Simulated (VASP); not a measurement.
# RuC18 in VASP: notebook

The runs below take RuC18 through single point, with PBE.

All numbers are computed with VASP 6.6.1; they aren't measurements. Logs are shortened: lines on timing, memory, paths and dates and some standing lists are left out, and cuts for length are marked.

## (1) The cell of the first run

The cell holds a slab with vacuum, 19 atoms: a = 7.398 Å, b = 7.398 Å, c = 13.000 Å, α = 90.00°, β = 90.00°, γ = 120.00°.

## (2) Single point, PBE

The input, INCAR:

```
ALGO     = Normal         # electronic algorithm
EDIFF    = 1E-6           # SCF threshold, eV
ENCUT    = 520            # plane-wave cutoff, eV
GGA      = PE             # functional
ISIF     = 2              # what is computed and relaxed
ISMEAR   = 0              # smearing method
LASPH    = True           # aspherical terms in the spheres
LCHARG   = True           # write CHGCAR
LELF     = True           # ELF
LREAL    = Auto         
LVHAR    = True         
LWAVE    = False          # write WAVECAR
NBANDS   = 58             # bands
NELM     = 80             # most SCF steps
PREC     = Accurate       # precision mode
SIGMA    = 0.02           # smearing width, eV
```

The input, KPOINTS:

```
k-points
0
Gamma
  2 2 1
```

The input, POSCAR:

```
RuC18
1.0
    7.3980000000      0.0000000000      0.0000000000
   -3.6990000000      6.4068560000      0.0000000000
    0.0000000000      0.0000000000     13.0000000000
C Ru
18 1
Direct
   -0.0024704639     -0.0070655560      0.0788676154
    0.2192581246      0.1040577469      0.0797176923
   -0.0035113663      0.3265558021      0.0819326154
    0.2203803627      0.4386031152      0.0818461538
   -0.0012602386      0.6635135861      0.0770193077
    0.2198132568      0.7720815014      0.0802350769
    0.3292721695     -0.0069525521      0.0818078462
    0.5531582937      0.1048829566      0.0819058462
    0.3298408204      0.3270955364      0.0802903846
    0.5509153916      0.4395972065      0.0770598462
    0.3303929845      0.6596232224      0.0797010000
    0.5521216093      0.7702264574      0.0788545385
    0.6638163639     -0.0081512680      0.0795630000
    0.8858294885      0.1028590310      0.0795847692
    0.6626868539      0.3282880090      0.0719603846
    0.8869678200      0.4404333420      0.0719453077
    0.6634203757      0.6605174207      0.0770531538
    0.8862331001      0.7719271356      0.0770406154
    0.7748733066      0.2983667808      0.2128460000
```

Potentials or basis: VASP PAW PBE potentials, release 64 (C, Ru_pv).

The run is started by

```console
cat potpaw_PBE.64/C/POTCAR potpaw_PBE.64/Ru_pv/POTCAR > POTCAR
mpirun -np 1 vasp_std > vasp.out
```

OUTCAR:

```text
EDIFF = 1E-6
   ENCUT = 520
   GGA = PE
   ISIF = 2
   ISMEAR = 0
   LASPH = True
   LREAL = Auto
   NELM = 80
   PREC = Accurate

 ion  position               nearest neighbor table
   1  0.998  0.993  0.079-  18 1.42  14 1.42   2 1.42
   2  0.219  0.104  0.080-   7 1.42   1 1.42   9 1.43
   3  0.996  0.327  0.082-  14 1.43   4 1.43  16 1.44  19 2.30
   4  0.220  0.439  0.082-   9 1.42  11 1.42   3 1.43
   5  0.999  0.664  0.077-  18 1.42   6 1.42  16 1.43
   6  0.220  0.772  0.080-   7 1.42   5 1.42  11 1.43
   7  0.329  0.993  0.082-   6 1.42   2 1.42   8 1.43
   8  0.553  0.105  0.082-  13 1.43   7 1.43  15 1.44  19 2.30
   9  0.330  0.327  0.080-   4 1.42  10 1.42   2 1.43
  10  0.551  0.440  0.077-  17 1.42   9 1.42  15 1.43
  11  0.330  0.660  0.080-   4 1.42  12 1.42   6 1.43
  12  0.552  0.770  0.079-  17 1.42  13 1.42  11 1.42
  13  0.664  0.992  0.080-  12 1.42  14 1.42   8 1.43  19 2.64
  14  0.886  0.103  0.080-   1 1.42  13 1.42   3 1.43  19 2.64
  15  0.663  0.328  0.072-  10 1.43  16 1.44   8 1.44  19 2.07
  16  0.887  0.440  0.072-   5 1.43  15 1.44   3 1.44  19 2.07
  17  0.663  0.661  0.077-  10 1.42  12 1.42  18 1.43
  18  0.886  0.772  0.077-   5 1.42   1 1.42  17 1.43
  19  0.775  0.298  0.213-  16 2.07  15 2.07   3 2.30   8 2.30  14 2.64  13 2.64

  LATTYP: Found a hexagonal cell.
 ALAT       =     7.3980000000
 C/A-ratio  =     1.7572316842

  Lattice vectors:

 A1 = (   7.3980000000,   0.0000000000,   0.0000000000)
 A2 = (  -3.6990000000,   6.4068560000,   0.0000000000)
 A3 = (   0.0000000000,   0.0000000000,  13.0000000000)

Analysis of symmetry for initial positions (statically):
=====================================================================
 Subroutine PRICEL returns:
 Original cell was already a primitive cell.

 Routine SETGRP: Setting up the symmetry group for a
 hexagonal supercell.

 Subroutine GETGRP returns: Found  1 space group operations
 (whereof  1 operations were pure point group operations)
 out of a pool of 24 trial point group operations.

The static configuration has the point symmetry C_1 .

Analysis of symmetry for dynamics (positions and initial velocities):
=====================================================================
 Subroutine PRICEL returns:
 Original cell was already a primitive cell.

 Routine SETGRP: Setting up the symmetry group for a
 hexagonal supercell.

 Subroutine GETGRP returns: Found  1 space group operations
 (whereof  1 operations were pure point group operations)
 out of a pool of 24 trial point group operations.

The dynamic configuration has the point symmetry C_1 .

 Subroutine INISYM returns: Found  1 space group operations
 (whereof  1 operations are pure point group operations),
 and found     1 'primitive' translations

----------------------------------------------------------------------------------------

                                     Primitive cell

  volume of cell :     616.1730

  direct lattice vectors                    reciprocal lattice vectors
     7.398000000  0.000000000  0.000000000     0.135171668  0.078041398  0.000000000
    -3.699000000  6.406856000  0.000000000     0.000000000  0.156082796  0.000000000
     0.000000000  0.000000000 13.000000000     0.000000000  0.000000000  0.076923077

  length of vectors
     7.398000000  7.398000054 13.000000000     0.156082797  0.156082796  0.076923077

  position of ions in fractional coordinates (direct lattice)
     0.997529536  0.992934444  0.078867615
     0.219258125  0.104057747  0.079717692
     0.996488634  0.326555802  0.081932615
     0.220380363  0.438603115  0.081846154
     0.998739761  0.663513586  0.077019308
     0.219813257  0.772081501  0.080235077
[... 11 lines left out ...]
     0.886233100  0.771927136  0.077040615
     0.774873307  0.298366781  0.212846000

  ion indices of the primitive-cell ions
   primitive index   ion index
                 1           1
                 2           2
                 3           3
                 4           4
                 5           5
                 6           6
[... 11 lines left out ...]
                18          18
                19          19

----------------------------------------------------------------------------------------

 KPOINTS: k-points

Automatic generation of k-mesh.
 Grid dimensions read from file:
 generate k-points for:    2    2    1

 Generating k-lattice:

  Cartesian coordinates                     Fractional coordinates (reciprocal lattice)
     0.067585834  0.039020699  0.000000000     0.500000000 -0.000000000  0.000000000
     0.000000000  0.078041398  0.000000000     0.000000000  0.500000000  0.000000000
     0.000000000  0.000000000  0.076923077     0.000000000  0.000000000  1.000000000

  Length of vectors
     0.078041399  0.078041398  0.076923077

  Shift w.r.t. Gamma in fractional coordinates (k-lattice)
     0.000000000  0.000000000  0.000000000

 Subroutine IBZKPT returns following result:
 ===========================================

 Found      4 irreducible k-points:

 Following reciprocal coordinates:
            Coordinates               Weight
  0.000000  0.000000  0.000000      1.000000
  0.500000  0.000000  0.000000      1.000000
  0.000000  0.500000  0.000000      1.000000
  0.500000  0.500000  0.000000      1.000000
   k-points           NKPTS =      4   k-points in BZ     NKDIM =      4   number of bands    NBANDS=     58
   number of dos      NEDOS =    301   number of ions     NIONS =     19
   total plane-waves  NPLWV = 307328
   dimension x,y,z NGX =    56 NGY =   56 NGZ =   98
   dimension x,y,z NGXF=   112 NGYF=  112 NGZF=  196
   ions per type =              18   1
   NGX,Y,Z   is equivalent  to a cutoff of  12.58, 12.58, 12.53 a.u.
   NGXF,Y,Z  is equivalent  to a cutoff of  25.17, 25.17, 25.06 a.u.
 SYSTEM =  unknown system
   PREC   = accura    normal or accurate (medium, high low for compatibility)
   ISTART =      0    job   : 0-new  1-cont  2-samecut
   ICHARG =      2    charge: 1-file 2-atom 10-const
   ISPIN  =      1    spin polarized calculation?
   LNONCOLLINEAR =      F non collinear calculations
   LSORBIT =      F    spin-orbit coupling
   LASPH  =      T    aspherical Exc in radial PAW
   ENCUT  =  520.0 eV  38.22 Ry    6.18 a.u.  13.76 13.76 24.17*2*pi/ulx,y,z
   NELM   =     80;   NELMIN=  2; NELMDL= -5     # of ELM steps
   EDIFF  = 0.1E-05   stopping-criterion for ELM
   LREAL  =      T    real-space projection
   EDIFFG = 0.1E-04   stopping-criterion for IOM
   NSW    =      0    number of steps for IOM
   IBRION =     -1    ionic relax: 0-MD 1-quasi-New 2-CG
   NFREE  =      0    steps in history (QN), initial steepest desc. (CG)
   ISIF   =      2    stress and relaxation
   ISYM   =      2    0-nonsym 1-usesym 2-fastsym
   POTIM  = 0.5000    time-step for ionic-motion
   TEBEG  =    0.0;   TEEND  =   0.0 temperature during run
   PSTRESS=    0.0 pullay stress
   NELECT =      86.0000    total number of electrons
   NUPDOWN=      -1.0000    fix difference up-down
   EMIN   =  10.00;   EMAX   =-10.00  energy-range for DOS
   EFERMI =   0.00;   METHOD = LEGACY
   ISMEAR =     0;   SIGMA  =   0.02  broadening in eV -4-tet -1-fermi 0-gaus
   EFERMI_NEDOS =   21; number of points for ismear=-14 and -15
   IALGO  =     38    algorithm
   IMIX   =      4    mixing-type and parameters
     AMIX     =   0.40;   BMIX     =  1.00
     AMIX_MAG =   1.60;   BMIX_MAG =  1.00
  volume/ion in A,a.u.               =      32.43       218.85
  Fermi-wavevector in a.u.,A,eV,Ry     =   0.849194  1.604743  9.811569  0.721130
  Thomas-Fermi vector in A             =   1.964976
   LORBIT       =      0    0 simple, 1 ext, 2 COOP (PROOUT), +10 PAW based schemes
   GGA     = PE    functional components
   LHFCALC =     F    Hartree Fock is set to
   AEXX    =    0.0000 exact exchange contribution
   IVDW    =     0    specifies the selected vdW correction
   LEPSILON=     F    determine dielectric tensor
   LRPA    =     F    only Hartree local field effects (RPA)
 non-spin polarized calculation
 Gauss-broadening in eV      SIGMA  =   0.02
  energy-cutoff  :      520.00
  volume of cell :      616.17
 maximum number of plane-waves:     16651
 NGX is ok and might be reduce to    56
   NGX = 27   NGY = 27   NGZ = 49

 number of electron      85.9999997 magnetization

 Free energy of the ion-electron system (eV)
  ---------------------------------------------------
  ext. energy  EPLUGINS =         0.00000000
  ---------------------------------------------------
  free energy    TOTEN  =      -169.57934903 eV

  energy without entropy =     -169.57370715  energy(sigma->0) =     -169.57652809

 E-fermi :  -0.9564     XC(G=0):  -3.7895

 val. band max:       -0.9564589161   @ k =   0.0000   0.5000   0.0000
 cond. band min:      -0.9563874690   @ k =   0.5000   0.5000   0.0000
 fundamental gap:      0.0000714471
 Fermi energy:        -0.9564231925

 k-point     1 :       0.0000    0.0000    0.0000
  band No.  band energies     occupation
      1     -43.0781      2.00000
      2     -42.8189      2.00000
      3     -42.6507      2.00000
      4     -20.9104      2.00000
      5     -18.5500      2.00000
      6     -18.3941      2.00000
[... 47 lines left out ...]
     54       3.7470      0.00000
     55       3.7598      0.00000

 k-point     2 :       0.5000    0.0000    0.0000
  band No.  band energies     occupation
      1     -43.0781      2.00000
      2     -42.8189      2.00000
      3     -42.6507      2.00000
      4     -20.3529      2.00000
      5     -20.1615      2.00000
      6     -18.9784      2.00000
[... 47 lines left out ...]
     54       3.5534      0.00000
     55       3.7067      0.00000

 k-point     3 :       0.0000    0.5000    0.0000
  band No.  band energies     occupation
      1     -43.0781      2.00000
      2     -42.8189      2.00000
      3     -42.6507      2.00000
      4     -20.3404      2.00000
      5     -20.1778      2.00000
      6     -18.9827      2.00000
[... 47 lines left out ...]
     54       3.6196      0.00000
     55       3.7129      0.00000

 k-point     4 :       0.5000    0.5000    0.0000
  band No.  band energies     occupation
      1     -43.0781      2.00000
      2     -42.8189      2.00000
      3     -42.6507      2.00000
      4     -20.3405      2.00000
      5     -20.1777      2.00000
      6     -18.9827      2.00000
[... 47 lines left out ...]
     54       3.6195      0.00000
     55       3.7130      0.00000
 [bands above 55 left out]

------------------------ aborting loop because EDIFF is reached ----------------------------------------

  FORCE on cell =-STRESS in cart. coord.  units (eV):
  Direction    XX          YY          ZZ          XY          YZ          ZX
  --------------------------------------------------------------------------------------
  -------------------------------------------------------------------------------------
  Total        5.6449220      6.4691831     -0.2488845     -0.6928851     -1.5289138      0.8799248
  in kB       14.6779664     16.8212158     -0.6471514     -1.8016447     -3.9754926      2.2879868
  external PRESSURE =      10.2840103 kB  Pullay stress =       0.0000000 kB

 VOLUME and BASIS-vectors are now :
 -----------------------------------------------------------------------------
  energy-cutoff  :      520.00
  volume of cell :      616.17
      direct lattice vectors                 reciprocal lattice vectors
     7.398000000  0.000000000  0.000000000     0.135171668  0.078041398  0.000000000
    -3.699000000  6.406856000  0.000000000     0.000000000  0.156082796  0.000000000
     0.000000000  0.000000000 13.000000000     0.000000000  0.000000000  0.076923077

 POSITION                                       TOTAL-FORCE (eV/Angst)
 -----------------------------------------------------------------------------------
      3.70686      6.36159      1.02528        -0.024724      0.046975      0.005330
      1.23716      0.66668      1.03633        -0.025144      0.048177      0.024699
      6.16409      2.09220      1.06512        -0.040276      0.054452      0.068312
      0.00798      2.81007      1.06400        -0.027922      0.041803      0.038980
      4.93434      4.25104      1.00125        -0.003927      0.059843     -0.070950
     -1.22975      4.94661      1.04306        -0.036791      0.039716      0.000928
[... 11 lines left out ...]
      3.70099      4.94563      1.00153        -0.025343      0.025765     -0.060756
      4.62885      1.91159      2.76700         0.505235     -0.877342     -0.078986
 -----------------------------------------------------------------------------------
    total drift:                               -0.001003      0.009817     -0.017984

  FREE ENERGIE OF THE ION-ELECTRON SYSTEM (eV)
  ---------------------------------------------------
  free  energy   TOTEN  =      -169.5793490299 eV

  energy  without entropy=     -169.5737071521  energy(sigma->0) =     -169.57652809
```

Wall time 4.9 min (1 thread of Intel Xeon Platinum 8488C (Sapphire Rapids), shared host); peak memory 0.63 GiB.

Results:

| Property | Result |
| --- | --- |
| Free energy | -169.5793 eV |
| Largest force | 1.015 eV/Å |
| Band gap on the k mesh | zero (band 43 reaches -0.76 eV, above the bottom of band 44 at -0.96 eV) |

Forces in eV/Å, atoms in the order of the input:
```
C   -0.025  0.047  0.005
C   -0.025  0.048  0.025
C   -0.040  0.054  0.068
C   -0.028  0.042  0.039
C   -0.004  0.060 -0.071
C   -0.037  0.040  0.001
C   -0.033  0.047  0.039
C   -0.031  0.064  0.070
C   -0.023  0.055  0.000
C   -0.049  0.042 -0.073
C   -0.027  0.044  0.022
C   -0.021  0.043  0.002
C   -0.019  0.043  0.043
C   -0.025  0.041  0.039
C   -0.058  0.062 -0.005
C   -0.019  0.082 -0.007
C   -0.017  0.039 -0.058
C   -0.025  0.026 -0.061
Ru   0.505 -0.877 -0.079
```

Caveat: the k points lie up to 0.49 Å⁻¹ apart.

## (3) Single point, PBE

The input, INCAR:

```
SYSTEM = RuC18
PREC = Accurate
ENCUT = 520
EDIFF = 1E-6
ISMEAR = 0
SIGMA = 0.02
LREAL = Auto
LASPH = .True.
NELM = 60
ALGO = Normal
ISIF = 2
LWAVE = .False.
LCHARG = .False.
GGA = PE
NBANDS = 58
```

The input, KPOINTS:

```
regular mesh
0
Gamma
  2 2 1
  0 0 0
```

The input, POSCAR:

```
RuC18
1.0
    7.3980000000      0.0000000000      0.0000000000
   -3.6990000000      6.4068560000      0.0000000000
    0.0000000000      0.0000000000     13.0000000000
C Ru
18 1
Direct
   -0.0024648958     -0.0049857528      0.0788478462
    0.2192636928      0.1056179505      0.0796976923
   -0.0012587352      0.3256436542      0.0770600769
    0.2198155656      0.4381453243      0.0802900769
   -0.0035021209      0.6603577480      0.0818987692
    0.2203840452      0.7721938811      0.0818060000
    0.3298430721     -0.0068404846      0.0802366154
    0.5509165048      0.1017264942      0.0770275385
    0.3292762004      0.3266383699      0.0818459231
    0.5531669566      0.4386842782      0.0819333846
    0.3303985527      0.6611834260      0.0797199231
    0.5521273335      0.7723065728      0.0788720000
    0.6634231870     -0.0066867431      0.0770473846
    0.8862364159      0.1047234400      0.0770536923
    0.6626881131      0.3248058018      0.0719497692
    0.8869693913      0.4369517592      0.0719608462
    0.6638275316      0.6623812054      0.0795834615
    0.8858403287      0.7733916604      0.0795543846
    0.7747869733      0.4668878152      0.2128458462
```

Potentials or basis: VASP PAW PBE potentials, release 64 (C, Ru_pv).

The run is started by

```console
cat potpaw_PBE.64/C/POTCAR potpaw_PBE.64/Ru_pv/POTCAR > POTCAR
mpirun -np 1 vasp_std > vasp.out
```

It took 5.4 min on 1 thread of Intel Xeon Platinum 8488C (Sapphire Rapids), shared host; peak memory 0.63 GiB.

The run converged. Its results:

```
Free energy            : -169.5794 eV
Largest force          : 1.014 eV/Å
Band gap on the k mesh : zero (band 43 reaches -0.76 eV, above the bottom of band 44 at -0.96 eV)
```

Forces in eV/Å, atoms in the order of the input:
```
C    0.021 -0.039  0.002
C    0.028 -0.041  0.023
C    0.058 -0.040 -0.074
C    0.014 -0.059 -0.001
C    0.019 -0.070  0.070
C    0.027 -0.043  0.039
C    0.042 -0.040  0.000
C    0.010 -0.056 -0.072
C    0.021 -0.048  0.040
C    0.035 -0.057  0.068
C    0.023 -0.050  0.023
C    0.024 -0.042  0.006
C    0.020 -0.035 -0.058
C    0.020 -0.031 -0.060
C    0.026 -0.078 -0.007
C    0.065 -0.065 -0.008
C    0.032 -0.036  0.039
C    0.018 -0.047  0.050
Ru  -0.503  0.876 -0.080
```

Levels at points of the mesh, in eV from the Fermi level:
| k point | band 39 | band 40 | band 41 | band 42 | band 43 | band 44 | band 45 | band 46 | band 47 | band 48 |
| --- | --- | --- | --- | --- | --- | --- | --- | --- | --- | --- |
| (0.00, 0.00, 0.00) | -1.68 | -1.39 | -1.24 | -0.91 | 0.20 | 0.33 | 0.67 | 0.75 | 0.96 | 3.25 |
| (0.50, 0.00, 0.00) | -2.81 | -1.17 | -0.91 | -0.79 | -0.43 | 0.13 | 1.06 | 1.67 | 2.21 | 2.34 |
| (0.00, 0.50, 0.00) | -2.83 | -1.20 | -0.92 | -0.78 | -0.27 | 0.00 | 1.06 | 1.56 | 2.22 | 2.37 |
| (0.50, 0.50, 0.00) | -2.83 | -1.20 | -0.92 | -0.78 | -0.27 | 0.00 | 1.06 | 1.56 | 2.22 | 2.37 |

Caveat: the k points lie up to 0.49 Å⁻¹ apart.
